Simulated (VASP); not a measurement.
# Au (Im-3m) in VASP: notebook

Runs on Au. Level: r2SCAN. Tasks: single point.

Program: VASP 6.6.1. These are calculated values, not measurements. Logs are shortened: lines on timing, memory, paths and dates and some standing lists are left out, and cuts for length are marked.

**1. The cell of the first run**

The structure is cubic, space group Im-3m (No. 229). Conventional cell: a = 3.275 Å, b = 3.275 Å, c = 3.275 Å, α = 90.00°, β = 90.00°, γ = 90.00°. Within 3.7 Å of Au (site symmetry m-3m) lie 14 Au at 2.84 to 3.28 Å.

**2. Single point, r2SCAN**

POSCAR

```
Au
1.0
   -1.6376879821      1.6376879821      1.6376879821
    1.6376879821     -1.6376879821      1.6376879821
    1.6376879821      1.6376879821     -1.6376879821
Au
1
Direct
    0.0000000000      0.0000000000      0.0000000000
```

INCAR.step1

```
  ALGO = Normal
  EDIFF = 1E-4
  ENCUT = 520
  GGA = PE
  ISMEAR = 0
  LASPH = True
  LCHARG = False
  LREAL = False
  LWAVE = True
  NBANDS = 12
  NELM = 60
  PREC = Accurate
  SIGMA = 0.1
```

INCAR.step2

```
  ALGO = Normal
  EDIFF = 1E-6
  ENCUT = 520
  ISIF = 2
  ISMEAR = 0
  ISTART = 1
  LASPH = True
  LCHARG = True
  LELF = True
  LMIXTAU = True
  LREAL = False
  LVHAR = True
  LWAVE = False
  METAGGA = R2SCAN
  NBANDS = 12
  NELM = 60
  PREC = Accurate
  SIGMA = 0.1
```

KPOINTS

```
k-points
0
Gamma
  18 18 18
```

Potentials or basis: VASP PAW PBE potentials, release 64 (Au).

On the command line:

```bash
cat potpaw_PBE.64/Au/POTCAR > POTCAR
cp INCAR.step1 INCAR
mpirun -np 1 vasp_std > vasp.out
cp INCAR.step2 INCAR
mpirun -np 1 vasp_std > vasp.out
```

OUTCAR:

```text
EDIFF = 1E-6
   ENCUT = 520
   ISIF = 2
   ISMEAR = 0
   ISTART = 1
   LASPH = True
   LREAL = False
   METAGGA = R2SCAN
   NELM = 60
   PREC = Accurate

 ion  position               nearest neighbor table
   1  0.000  0.000  0.000-

  LATTYP: Found a body centered cubic cell.
 ALAT       =     3.2753759642

  Lattice vectors:

 A1 = (  -1.6376879821,   1.6376879821,   1.6376879821)
 A2 = (   1.6376879821,  -1.6376879821,   1.6376879821)
 A3 = (   1.6376879821,   1.6376879821,  -1.6376879821)

Analysis of symmetry for initial positions (statically):
=====================================================================
 Subroutine PRICEL returns:
 Original cell was already a primitive cell.

 Routine SETGRP: Setting up the symmetry group for a
 body centered cubic supercell.

 Subroutine GETGRP returns: Found 48 space group operations
 (whereof 48 operations were pure point group operations)
 out of a pool of 48 trial point group operations.

The static configuration has the point symmetry O_h .

Analysis of symmetry for dynamics (positions and initial velocities):
=====================================================================
 Subroutine PRICEL returns:
 Original cell was already a primitive cell.

 Routine SETGRP: Setting up the symmetry group for a
 body centered cubic supercell.

 Subroutine GETGRP returns: Found 48 space group operations
 (whereof 48 operations were pure point group operations)
 out of a pool of 48 trial point group operations.

The dynamic configuration has the point symmetry O_h .

 Subroutine INISYM returns: Found 48 space group operations
 (whereof 48 operations are pure point group operations),
 and found     1 'primitive' translations

----------------------------------------------------------------------------------------

                                     Primitive cell

  volume of cell :      17.5693

  direct lattice vectors                    reciprocal lattice vectors
    -1.637687982  1.637687982  1.637687982     0.000000000  0.305308463  0.305308463
     1.637687982 -1.637687982  1.637687982     0.305308463  0.000000000  0.305308463
     1.637687982  1.637687982 -1.637687982     0.305308463  0.305308463  0.000000000

  length of vectors
     2.836558792  2.836558792  2.836558792     0.431771368  0.431771368  0.431771368

  position of ions in fractional coordinates (direct lattice)
     0.000000000  0.000000000  0.000000000

  ion indices of the primitive-cell ions
   primitive index   ion index
                 1           1

----------------------------------------------------------------------------------------

 KPOINTS: k-points

Automatic generation of k-mesh.
 Grid dimensions read from file:
 generate k-points for:   18   18   18

 Generating k-lattice:

  Cartesian coordinates                     Fractional coordinates (reciprocal lattice)
     0.000000000  0.016961581  0.016961581     0.055555556  0.000000000  0.000000000
     0.016961581  0.000000000  0.016961581     0.000000000  0.055555556  0.000000000
     0.016961581  0.016961581  0.000000000     0.000000000  0.000000000  0.055555556

  Length of vectors
     0.023987298  0.023987298  0.023987298

  Shift w.r.t. Gamma in fractional coordinates (k-lattice)
     0.000000000  0.000000000  0.000000000

 Subroutine IBZKPT returns following result:
 ===========================================

 Found    195 irreducible k-points:

 Following reciprocal coordinates:
            Coordinates               Weight
  0.000000  0.000000  0.000000      1.000000
  0.055556  0.000000  0.000000     12.000000
  0.111111  0.000000  0.000000     12.000000
  0.166667  0.000000  0.000000     12.000000
  0.222222  0.000000  0.000000     12.000000
  0.277778  0.000000  0.000000     12.000000
[... 16 lines left out ...]
  0.333333  0.111111 -0.000000     48.000000
  0.388889  0.111111  0.000000     48.000000
 [... further k-points ...]
   k-points           NKPTS =    195   k-points in BZ     NKDIM =    195   number of bands    NBANDS=     12
   number of dos      NEDOS =    301   number of ions     NIONS =      1
   total plane-waves  NPLWV =  13824
   dimension x,y,z NGX =    24 NGY =   24 NGZ =   24
   dimension x,y,z NGXF=    48 NGYF=   48 NGZF=   48
   ions per type =               1
   NGX,Y,Z   is equivalent  to a cutoff of  14.07, 14.07, 14.07 a.u.
   NGXF,Y,Z  is equivalent  to a cutoff of  28.13, 28.13, 28.13 a.u.
 SYSTEM =  unknown system
   PREC   = accura    normal or accurate (medium, high low for compatibility)
   ISTART =      1    job   : 0-new  1-cont  2-samecut
   ICHARG =      0    charge: 1-file 2-atom 10-const
   ISPIN  =      1    spin polarized calculation?
   LNONCOLLINEAR =      F non collinear calculations
   LSORBIT =      F    spin-orbit coupling
   LASPH  =      T    aspherical Exc in radial PAW
   ENCUT  =  520.0 eV  38.22 Ry    6.18 a.u.   5.27  5.27  5.27*2*pi/ulx,y,z
   NELM   =     60;   NELMIN=  2; NELMDL=  0     # of ELM steps
   EDIFF  = 0.1E-05   stopping-criterion for ELM
   LREAL  =      F    real-space projection
   EDIFFG = 0.1E-04   stopping-criterion for IOM
   NSW    =      0    number of steps for IOM
   IBRION =     -1    ionic relax: 0-MD 1-quasi-New 2-CG
   NFREE  =      0    steps in history (QN), initial steepest desc. (CG)
   ISIF   =      2    stress and relaxation
   ISYM   =      2    0-nonsym 1-usesym 2-fastsym
   POTIM  = 0.5000    time-step for ionic-motion
   TEBEG  =    0.0;   TEEND  =   0.0 temperature during run
   PSTRESS=    0.0 pullay stress
   NELECT =      11.0000    total number of electrons
   NUPDOWN=      -1.0000    fix difference up-down
   EMIN   =  10.00;   EMAX   =-10.00  energy-range for DOS
   EFERMI =   0.00;   METHOD = LEGACY
   ISMEAR =     0;   SIGMA  =   0.10  broadening in eV -4-tet -1-fermi 0-gaus
   EFERMI_NEDOS =   21; number of points for ismear=-14 and -15
   IALGO  =     38    algorithm
   IMIX   =      4    mixing-type and parameters
     AMIX     =   0.40;   BMIX     =  1.00
     AMIX_MAG =   1.60;   BMIX_MAG =  1.00
  volume/ion in A,a.u.               =      17.57       118.56
  Fermi-wavevector in a.u.,A,eV,Ry     =   1.400515  2.646590 26.687059  1.961443
  Thomas-Fermi vector in A             =   2.523468
   LORBIT       =      0    0 simple, 1 ext, 2 COOP (PROOUT), +10 PAW based schemes
   METAGGA = R2SCAN    functional components
   LHFCALC =     F    Hartree Fock is set to
   AEXX    =    0.0000 exact exchange contribution
   IVDW    =     0    specifies the selected vdW correction
   LEPSILON=     F    determine dielectric tensor
   LRPA    =     F    only Hartree local field effects (RPA)
 non-spin polarized calculation
 Gauss-broadening in eV      SIGMA  =   0.10
  energy-cutoff  :      520.00
  volume of cell :       17.57
 maximum number of plane-waves:       490
 NGX is ok and might be reduce to    24
   NGX = 11   NGY = 11   NGZ = 11

 number of electron      11.0000001 magnetization

 Free energy of the ion-electron system (eV)
  ---------------------------------------------------
  ext. energy  EPLUGINS =         0.00000000
  ---------------------------------------------------
  free energy    TOTEN  =       -50.57529326 eV

  energy without entropy =      -50.57442751  energy(sigma->0) =      -50.57486039

 E-fermi :   8.9306     XC(G=0): -13.4118

 val. band max:        8.9090094764   @ k =   0.5000   0.5000   0.0556
 cond. band min:       9.0010823901   @ k =  -0.3333   0.3333   0.3333
 fundamental gap:      0.0920729137
 Fermi energy:         8.9305659294

 k-point     1 :       0.0000    0.0000    0.0000
  band No.  band energies     occupation
      1      -0.9167      2.00000
      2       3.8505      2.00000
      3       3.8505      2.00000
      4       3.8505      2.00000
      5       5.7374      2.00000
      6       5.7374      2.00000
      7      26.2500      0.00000
      8      26.2500      0.00000
      9      26.2500      0.00000
     10      33.5469      0.00000
     11      33.5469      0.00000
     12      33.5469      0.00000

 k-point     2 :       0.0556    0.0000    0.0000
  band No.  band energies     occupation
      1      -0.8013      2.00000
      2       3.8151      2.00000
      3       3.8548      2.00000
      4       3.9307      2.00000
      5       5.6948      2.00000
      6       5.7396      2.00000
      7      26.2234      0.00000
      8      26.2776      0.00000
      9      26.3926      0.00000
     10      32.2512      0.00000
     11      32.2749      0.00000
     12      33.1179      0.00000

 k-point     3 :       0.1111    0.0000    0.0000
  band No.  band energies     occupation
      1      -0.4643      2.00000
      2       3.7146      2.00000
      3       3.8653      2.00000
      4       4.1669      2.00000
      5       5.5899      2.00000
      6       5.7469      2.00000
      7      25.9146      0.00000
      8      26.2467      0.00000
      9      26.8079      0.00000
     10      30.4848      0.00000
     11      30.9677      0.00000
     12      31.9780      0.00000
[... 286 lines left out ...]
 k-point    23 :       0.3333    0.1111   -0.0000
  band No.  band energies     occupation
      1       1.8853      2.00000
      2       2.9869      2.00000
      3       4.9859      2.00000
      4       5.5747      2.00000
      5       6.0890      2.00000
      6       7.9250      2.00000
      7      15.4083      0.00000
      8      21.6132      0.00000
      9      23.4554      0.00000
     10      30.2308      0.00000
     11      32.6725      0.00000
     12      32.9448      0.00000

 k-point    24 :       0.3889    0.1111    0.0000
  band No.  band energies     occupation
      1       1.8564      2.00000
      2       2.9090      2.00000
      3       5.3479      2.00000
      4       5.6145      2.00000
      5       6.4238      2.00000
      6       9.0600      0.06720
      7      13.3942      0.00000
      8      21.1252      0.00000
      9      22.9081      0.00000
     10      30.7894      0.00000
     11      32.6272      0.00000
     12      32.8590      0.00000

 [... further k-points ...]
[... 5 lines left out ...]
  --------------------------------------------------------------------------------------
  -------------------------------------------------------------------------------------
  Total        0.0273483      0.0273483      0.0273483     -0.0000000      0.0000000      0.0000000
  in kB        2.4939501      2.4939501      2.4939501     -0.0000000      0.0000000      0.0000000
  external PRESSURE =       2.4939501 kB  Pullay stress =       0.0000000 kB

 VOLUME and BASIS-vectors are now :
 -----------------------------------------------------------------------------
  energy-cutoff  :      520.00
  volume of cell :       17.57
      direct lattice vectors                 reciprocal lattice vectors
    -1.637687982  1.637687982  1.637687982     0.000000000  0.305308463  0.305308463
     1.637687982 -1.637687982  1.637687982     0.305308463  0.000000000  0.305308463
     1.637687982  1.637687982 -1.637687982     0.305308463  0.305308463  0.000000000

 POSITION                                       TOTAL-FORCE (eV/Angst)
 -----------------------------------------------------------------------------------
      0.00000      0.00000      0.00000         0.000000      0.000000     -0.000000
 -----------------------------------------------------------------------------------
    total drift:                                0.000000      0.000000     -0.000000

  FREE ENERGIE OF THE ION-ELECTRON SYSTEM (eV)
  ---------------------------------------------------
  free  energy   TOTEN  =       -50.5752932564 eV

  energy  without entropy=      -50.5744275139  energy(sigma->0) =      -50.57486039
```

Run time: 52 s. Hardware: 1 thread of Intel Xeon 6975P-C (Granite Rapids), shared host; peak memory 0.18 GiB.

What came out:

```
Free energy : -50.5753 eV
Pressure    : 0.2 GPa
```

Caveat: the PAW data sets were made with another functional, which shifts forces and pressure a little; spin-orbit coupling is left out, which moves the levels of the heavy elements.

**3. Single point, r2SCAN**

POSCAR

```
Au
1.0
   -1.6376879811      1.6376879811      1.6376879811
    1.6376879811     -1.6376879811      1.6376879811
    1.6376879811      1.6376879811     -1.6376879811
Au
1
Direct
    0.0000000000      0.0000000000      0.0000000000
```

INCAR.step1 is that of step 2.

INCAR.step2 is that of step 2.

KPOINTS is that of step 2.

Potentials or basis: VASP PAW PBE potentials, release 64 (Au).

On the command line:

```bash
cat potpaw_PBE.64/Au/POTCAR > POTCAR
cp INCAR.step1 INCAR
mpirun -np 1 vasp_std > vasp.out
cp INCAR.step2 INCAR
mpirun -np 1 vasp_std > vasp.out
```

Run time: 59 s. Hardware: 1 thread of Intel Xeon 6975P-C (Granite Rapids), shared host; peak memory 0.17 GiB.

It converged, with:

| Quantity | Value |
| --- | --- |
| Free energy | -50.5753 eV |
| Pressure | 0.2 GPa |

Levels at points of the mesh, in eV from the Fermi level:
```tsv
k point	band 2	band 3	band 4	band 5	band 6	band 7	band 8	band 9	band 10	band 11
(0.00, 0.00, 0.00)	-5.08	-5.08	-5.08	-3.19	-3.19	17.32	17.32	17.32	24.62	24.62
(0.50, 0.00, 0.00)	-6.14	-3.34	-3.02	-1.66	-0.43	3.42	12.99	14.20	22.24	22.63
(0.50, 0.50, 0.50)	-6.95	-2.04	-2.04	-2.04	6.53	6.53	6.53	9.68	16.30	16.30
```

Caveat: the PAW data sets were made with another functional, which shifts forces and pressure a little; spin-orbit coupling is left out, which moves the levels of the heavy elements.
